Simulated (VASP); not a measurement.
# SiGe (P6_3mc) in VASP: further runs

The runs below take SiGe through single point, with LDA.

All numbers are computed with VASP 6.6.1; they aren't measurements. Logs are shortened: lines on timing, memory, paths and dates and some standing lists are left out, and cuts for length are marked.

**1. The cell of the first run**

Symmetry: P6_3mc, No. 186, hexagonal system. Conventional cell: a = 3.542 Å, b = 3.542 Å, c = 7.022 Å, α = 90.00°, β = 90.00°, γ = 120.00°. Within 2.9 Å of Si (site symmetry 3m) lie 4 Ge at 2.23 to 2.63 Å. Within 2.9 Å of Ge (site symmetry 3m) lie 4 Si at 2.23 to 2.63 Å.

**2. Single point, LDA (volume 19.072 Å^3 an atom, c/a of the conventional cell 1.9825)**

Contents of INCAR:

```
PREC = Accurate ; ENCUT = 520
EDIFF = 1E-7 ; ISMEAR = 0
SIGMA = 0.03 ; LREAL = False
LASPH = True ; NELM = 100
ALGO = Normal ; ISIF = 2
LWAVE = False ; LCHARG = False
NBANDS = 26
```

Contents of KPOINTS:

```
Automatic mesh
0
Gamma
  12 12 6
```

Contents of POSCAR:

```
SiGe
1.0
    3.5419095569      0.0000000000      0.0000000000
   -1.7709547785      3.0673836542      0.0000000000
    0.0000000000      0.0000000000      7.0218356966
Si Ge
2 2
Direct
    0.6666666667      0.3333333333      0.8745031008
    0.3333333333      0.6666666667      0.3745031008
    0.6666666667      0.3333333333      0.5004958992
    0.3333333333      0.6666666667      0.0004958992
```

Potentials or basis: VASP PAW LDA potentials, release 64 (Si, Ge_d).

Started as:

```
$ cat potpaw_LDA.64/Si/POTCAR potpaw_LDA.64/Ge_d/POTCAR > POTCAR
$ mpirun -np 1 vasp_std > vasp.out
```

OUTCAR:

```text
PREC = Accurate
   ENCUT = 520
   EDIFF = 1E-7
   ISMEAR = 0
   LREAL = False
   LASPH = True
   NELM = 100
   ISIF = 2

 ion  position               nearest neighbor table
   1  0.667  0.333  0.875-   4 2.23   4 2.23   4 2.23   3 2.63
   2  0.333  0.667  0.375-   3 2.23   3 2.23   3 2.23   4 2.63
   3  0.667  0.333  0.500-   2 2.23   2 2.23   2 2.23   1 2.63
   4  0.333  0.667  0.000-   1 2.23   1 2.23   1 2.23   2 2.63

  LATTYP: Found a hexagonal cell.
 ALAT       =     3.5419095569
 C/A-ratio  =     1.9825000000

  Lattice vectors:

 A1 = (   3.5419095569,   0.0000000000,   0.0000000000)
 A2 = (  -1.7709547785,   3.0673836542,   0.0000000000)
 A3 = (   0.0000000000,   0.0000000000,   7.0218356966)

Analysis of symmetry for initial positions (statically):
=====================================================================
 Subroutine PRICEL returns:
 Original cell was already a primitive cell.

 Routine SETGRP: Setting up the symmetry group for a
 hexagonal supercell.

 Subroutine GETGRP returns: Found 12 space group operations
 (whereof  6 operations were pure point group operations)
 out of a pool of 24 trial point group operations.

The static configuration has the point symmetry C_3v.
 The point group associated with its full space group is C_6v.

Analysis of symmetry for dynamics (positions and initial velocities):
=====================================================================
 Subroutine PRICEL returns:
 Original cell was already a primitive cell.

 Routine SETGRP: Setting up the symmetry group for a
 hexagonal supercell.

 Subroutine GETGRP returns: Found 12 space group operations
 (whereof  6 operations were pure point group operations)
 out of a pool of 24 trial point group operations.

The dynamic configuration has the point symmetry C_3v.
 The point group associated with its full space group is C_6v.

 Subroutine INISYM returns: Found 12 space group operations
 (whereof  6 operations are pure point group operations),
 and found     1 'primitive' translations

----------------------------------------------------------------------------------------

                                     Primitive cell

  volume of cell :      76.2880

  direct lattice vectors                    reciprocal lattice vectors
     3.541909557  0.000000000  0.000000000     0.282333579  0.163005368  0.000000000
    -1.770954778  3.067383654  0.000000000     0.000000000  0.326010735  0.000000000
     0.000000000  0.000000000  7.021835697     0.000000000  0.000000000  0.142412902

  length of vectors
     3.541909557  3.541909557  7.021835697     0.326010735  0.326010735  0.142412902

  position of ions in fractional coordinates (direct lattice)
     0.666666667  0.333333333  0.874503101
     0.333333333  0.666666667  0.374503101
     0.666666667  0.333333333  0.500495899
     0.333333333  0.666666667  0.000495899

  ion indices of the primitive-cell ions
   primitive index   ion index
                 1           1
                 2           2
                 3           3
                 4           4

----------------------------------------------------------------------------------------

 KPOINTS: Automatic mesh

Automatic generation of k-mesh.
 Grid dimensions read from file:
 generate k-points for:   12   12    6

 Generating k-lattice:

  Cartesian coordinates                     Fractional coordinates (reciprocal lattice)
     0.023527798  0.013583781  0.000000000     0.083333333  0.000000000  0.000000000
     0.000000000  0.027167561  0.000000000     0.000000000  0.083333333  0.000000000
     0.000000000  0.000000000  0.023735484     0.000000000  0.000000000  0.166666667

  Length of vectors
     0.027167561  0.027167561  0.023735484

  Shift w.r.t. Gamma in fractional coordinates (k-lattice)
     0.000000000  0.000000000  0.000000000

 Subroutine IBZKPT returns following result:
 ===========================================

 Found     76 irreducible k-points:

 Following reciprocal coordinates:
            Coordinates               Weight
  0.000000  0.000000  0.000000      1.000000
  0.083333  0.000000  0.000000      6.000000
  0.166667  0.000000  0.000000      6.000000
  0.250000  0.000000  0.000000      6.000000
  0.333333  0.000000  0.000000      6.000000
  0.416667  0.000000  0.000000      6.000000
[... 16 lines left out ...]
  0.250000  0.000000  0.166667     12.000000
  0.333333  0.000000  0.166667     12.000000
 [... further k-points ...]
   k-points           NKPTS =     76   k-points in BZ     NKDIM =     76   number of bands    NBANDS=     26
   number of dos      NEDOS =    301   number of ions     NIONS =      4
   total plane-waves  NPLWV =  42336
   dimension x,y,z NGX =    28 NGY =   28 NGZ =   54
   dimension x,y,z NGXF=    56 NGYF=   56 NGZF=  108
   ions per type =               2   2
   NGX,Y,Z   is equivalent  to a cutoff of  13.14, 13.14, 12.78 a.u.
   NGXF,Y,Z  is equivalent  to a cutoff of  26.28, 26.28, 25.57 a.u.
 SYSTEM =  unknown system
   PREC   = accura    normal or accurate (medium, high low for compatibility)
   ISTART =      0    job   : 0-new  1-cont  2-samecut
   ICHARG =      2    charge: 1-file 2-atom 10-const
   ISPIN  =      1    spin polarized calculation?
   LNONCOLLINEAR =      F non collinear calculations
   LSORBIT =      F    spin-orbit coupling
   LASPH  =      T    aspherical Exc in radial PAW
   ENCUT  =  520.0 eV  38.22 Ry    6.18 a.u.   6.59  6.59 13.06*2*pi/ulx,y,z
   NELM   =    100;   NELMIN=  2; NELMDL= -5     # of ELM steps
   EDIFF  = 0.1E-06   stopping-criterion for ELM
   LREAL  =      F    real-space projection
   EDIFFG = 0.1E-05   stopping-criterion for IOM
   NSW    =      0    number of steps for IOM
   IBRION =     -1    ionic relax: 0-MD 1-quasi-New 2-CG
   NFREE  =      0    steps in history (QN), initial steepest desc. (CG)
   ISIF   =      2    stress and relaxation
   ISYM   =      2    0-nonsym 1-usesym 2-fastsym
   POTIM  = 0.5000    time-step for ionic-motion
   TEBEG  =    0.0;   TEEND  =   0.0 temperature during run
   PSTRESS=    0.0 pullay stress
   NELECT =      36.0000    total number of electrons
   NUPDOWN=      -1.0000    fix difference up-down
   EMIN   =  10.00;   EMAX   =-10.00  energy-range for DOS
   EFERMI =   0.00;   METHOD = LEGACY
   ISMEAR =     0;   SIGMA  =   0.03  broadening in eV -4-tet -1-fermi 0-gaus
   EFERMI_NEDOS =   21; number of points for ismear=-14 and -15
   IALGO  =     38    algorithm
   IMIX   =      4    mixing-type and parameters
     AMIX     =   0.40;   BMIX     =  1.00
     AMIX_MAG =   1.60;   BMIX_MAG =  1.00
  volume/ion in A,a.u.               =      19.07       128.70
  Fermi-wavevector in a.u.,A,eV,Ry     =   1.274550  2.408551 22.102365  1.624478
  Thomas-Fermi vector in A             =   2.407312
   LORBIT       =      0    0 simple, 1 ext, 2 COOP (PROOUT), +10 PAW based schemes
   GGA     = CA    functional components
   LHFCALC =     F    Hartree Fock is set to
   AEXX    =    0.0000 exact exchange contribution
   IVDW    =     0    specifies the selected vdW correction
   LEPSILON=     F    determine dielectric tensor
   LRPA    =     F    only Hartree local field effects (RPA)
 non-spin polarized calculation
 Gauss-broadening in eV      SIGMA  =   0.03
  energy-cutoff  :      520.00
  volume of cell :       76.29
 maximum number of plane-waves:      2091
 NGX is ok and might be reduce to    28
   NGX = 13   NGY = 13   NGZ = 27

 number of electron      36.0000014 magnetization

 Free energy of the ion-electron system (eV)
  ---------------------------------------------------
  ext. energy  EPLUGINS =         0.00000000
  ---------------------------------------------------
  free energy    TOTEN  =       -20.86158186 eV

  energy without entropy =      -20.86122852  energy(sigma->0) =      -20.86140519

 E-fermi :   6.3914     XC(G=0): -10.4522

 val. band max:        6.3756312754   @ k =   0.0000   0.0000   0.5000
 cond. band min:       6.4157619795   @ k =   0.5000   0.0000   0.3333
 fundamental gap:      0.0401307041
 Fermi energy:         6.3913894837

 k-point     1 :       0.0000    0.0000    0.0000
  band No.  band energies     occupation
      1     -18.2391      2.00000
      2     -18.2391      2.00000
      3     -18.2370      2.00000
      4     -18.2370      2.00000
      5     -18.2341      2.00000
      6     -18.2314      2.00000
[... 18 lines left out ...]
     25      11.1667      0.00000
     26      14.2890      0.00000

 k-point     2 :       0.0833    0.0000    0.0000
  band No.  band energies     occupation
      1     -18.2400      2.00000
      2     -18.2384      2.00000
      3     -18.2384      2.00000
      4     -18.2362      2.00000
      5     -18.2328      2.00000
      6     -18.2297      2.00000
[... 18 lines left out ...]
     25      11.8901      0.00000
     26      13.2456      0.00000

 k-point     3 :       0.1667    0.0000    0.0000
  band No.  band energies     occupation
      1     -18.2422      2.00000
      2     -18.2413      2.00000
      3     -18.2367      2.00000
      4     -18.2340      2.00000
      5     -18.2296      2.00000
      6     -18.2261      2.00000
[... 18 lines left out ...]
     25      12.6115      0.00000
     26      13.4551      0.00000

 k-point     4 :       0.2500    0.0000    0.0000
  band No.  band energies     occupation
      1     -18.2452      2.00000
      2     -18.2447      2.00000
      3     -18.2347      2.00000
      4     -18.2316      2.00000
      5     -18.2255      2.00000
      6     -18.2220      2.00000
[... 18 lines left out ...]
     25      13.4725      0.00000
     26      13.9136      0.00000
[... 496 lines left out ...]
      1     -18.2422      2.00000
      2     -18.2414      2.00000
      3     -18.2365      2.00000
      4     -18.2342      2.00000
      5     -18.2293      2.00000
      6     -18.2263      2.00000
[... 18 lines left out ...]
     25      12.5092      0.00000
     26      13.3174      0.00000

 k-point    23 :       0.2500    0.0000    0.1667
  band No.  band energies     occupation
      1     -18.2452      2.00000
      2     -18.2448      2.00000
      3     -18.2345      2.00000
      4     -18.2318      2.00000
      5     -18.2252      2.00000
      6     -18.2222      2.00000
[... 18 lines left out ...]
     25      13.7189      0.00000
     26      14.0174      0.00000

 k-point    24 :       0.3333    0.0000    0.1667
  band No.  band energies     occupation
      1     -18.2484      2.00000
      2     -18.2480      2.00000
      3     -18.2330      2.00000
      4     -18.2298      2.00000
      5     -18.2217      2.00000
      6     -18.2190      2.00000
[... 18 lines left out ...]
     25      13.6289      0.00000
     26      14.6926      0.00000

 [... further k-points ...]
[... 5 lines left out ...]
  --------------------------------------------------------------------------------------
  -------------------------------------------------------------------------------------
  Total       11.9130195     11.9130195     -4.8658492     -0.0000000      0.0000000      0.0000000
  in kB      250.1936050    250.1936050   -102.1910826     -0.0000000      0.0000000      0.0000000
  external PRESSURE =     132.7320424 kB  Pullay stress =       0.0000000 kB

 VOLUME and BASIS-vectors are now :
 -----------------------------------------------------------------------------
  energy-cutoff  :      520.00
  volume of cell :       76.29
      direct lattice vectors                 reciprocal lattice vectors
     3.541909557  0.000000000  0.000000000     0.282333579  0.163005368  0.000000000
    -1.770954778  3.067383654  0.000000000     0.000000000  0.326010735  0.000000000
     0.000000000  0.000000000  7.021835697     0.000000000  0.000000000  0.142412902

 POSITION                                       TOTAL-FORCE (eV/Angst)
 -----------------------------------------------------------------------------------
      1.77095      1.02246      6.14062         0.000000     -0.000000     -1.688759
     -0.00000      2.04492      2.62970        -0.000000      0.000000     -1.688759
      1.77095      1.02246      3.51440        -0.000000     -0.000000      1.688759
     -0.00000      2.04492      0.00348         0.000000      0.000000      1.688759
 -----------------------------------------------------------------------------------
    total drift:                                0.000000      0.000000     -0.000651

  FREE ENERGIE OF THE ION-ELECTRON SYSTEM (eV)
  ---------------------------------------------------
  free  energy   TOTEN  =       -20.8615818645 eV

  energy  without entropy=      -20.8612285245  energy(sigma->0) =      -20.86140519
```

Wall time 2.4 min (1 thread of AMD EPYC 7R43 (Zen 3), shared host); peak memory 0.21 GiB.

What came out:

```yaml
Free_energy: -20.8616 eV
Pressure: 13.3 GPa
Largest_force: 1.689 eV/Å
Band_gap_on_the_k_mesh: zero (band 18 reaches 6.89 eV, above the bottom of band 19 at 6.13 eV)
```

Forces in eV/Å, atoms in the order of the input:
```
Si   0.000  0.000 -1.689
Si   0.000  0.000 -1.689
Ge   0.000  0.000  1.689
Ge   0.000  0.000  1.689
```

Stress tensor (GPa, compression positive):
```
 25.02   0.00   0.00
  0.00  25.02   0.00
  0.00   0.00 -10.22
```

Levels at points of the mesh, in eV from the Fermi level:
```tsv
k point	band 14	band 15	band 16	band 17	band 18	band 19	band 20	band 21	band 22	band 23
(0.00, 0.00, 0.00)	-0.92	-0.70	-0.40	-0.40	0.50	0.50	3.09	3.38	3.38	4.64
(0.50, 0.00, 0.00)	-7.25	-4.68	-2.92	-2.57	-1.60	1.28	1.73	2.60	3.01	3.75
(0.00, 0.00, 0.50)	-5.42	-0.02	-0.02	-0.02	-0.02	3.38	3.38	4.04	4.04	4.04
(0.50, 0.00, 0.50)	-7.98	-3.03	-3.03	-2.15	-2.15	0.29	0.29	1.95	1.95	6.27
```

Caveat: forces of over 1 eV/Å act on the atoms, so gaps and moduli don't describe the material at rest.

**3. Single point, LDA (volume 19.072 Å^3 an atom, c/a of the conventional cell 1.5089)**

Contents of INCAR:

```
ALGO = Normal ; EDIFF = 1E-6
ENCUT = 520 ; GGA = CA
ISIF = 2 ; ISMEAR = 0
LASPH = T ; LCHARG = F
LREAL = F ; LWAVE = F
NBANDS = 26 ; NELM = 80
PREC = Accurate ; SIGMA = 0.03
```

Contents of KPOINTS:

```
k-points
0
Gamma
  12 12 6
```

Contents of POSCAR:

```
SiGe
1.0
    3.8793150061      0.0000000000      0.0000000000
   -1.9396575031      3.3595853446      0.0000000000
    0.0000000000      0.0000000000      5.8534984127
Si Ge
2 2
Direct
    0.6666666667      0.3333333333      0.8745031008
    0.3333333333      0.6666666667      0.3745031008
    0.6666666667      0.3333333333      0.5004958992
    0.3333333333      0.6666666667      0.0004958992
```

Potentials or basis: VASP PAW LDA potentials, release 64 (Si, Ge_d).

Started as:

```
$ cat potpaw_LDA.64/Si/POTCAR potpaw_LDA.64/Ge_d/POTCAR > POTCAR
$ mpirun -np 1 vasp_std > vasp.out
```

Run time: 1.9 min. Hardware: 1 thread of AMD EPYC 7R43 (Zen 3), shared host; peak memory 0.22 GiB.

Results (log left out):

```yaml
Free_energy: -21.6549 eV
Pressure: 10.2 GPa
Largest_force: 1.630 eV/Å
Band_gap_on_the_k_mesh: zero (band 18 reaches 6.68 eV, above the bottom of band 19 at 6.36 eV)
```

Forces in eV/Å, atoms in the order of the input:
```
Si   0.000  0.000  1.630
Si   0.000  0.000  1.630
Ge   0.000  0.000 -1.630
Ge   0.000  0.000 -1.630
```

Stress tensor (GPa, compression positive):
```
 0.91  0.00  0.00
 0.00  0.91  0.00
 0.00  0.00 28.89
```

Levels at points of the mesh, in eV from the Fermi level:
| k point | band 14 | band 15 | band 16 | band 17 | band 18 | band 19 | band 20 | band 21 | band 22 | band 23 |
| --- | --- | --- | --- | --- | --- | --- | --- | --- | --- | --- |
| (0.00, 0.00, 0.00) | -2.11 | -2.11 | -0.15 | -0.12 | 0.24 | 0.24 | 1.63 | 1.63 | 2.74 | 4.22 |
| (0.50, 0.00, 0.00) | -6.09 | -5.27 | -3.72 | -3.40 | -1.28 | -0.08 | 2.53 | 3.07 | 3.50 | 6.24 |
| (0.00, 0.00, 0.50) | -4.23 | -1.27 | -1.27 | -1.27 | -1.27 | 0.99 | 0.99 | 3.00 | 3.00 | 3.00 |
| (0.50, 0.00, 0.50) | -7.88 | -2.81 | -2.81 | -2.33 | -2.33 | 0.79 | 0.79 | 2.32 | 2.32 | 6.33 |

Caveat: forces of over 1 eV/Å act on the atoms, so gaps and moduli don't describe the material at rest.
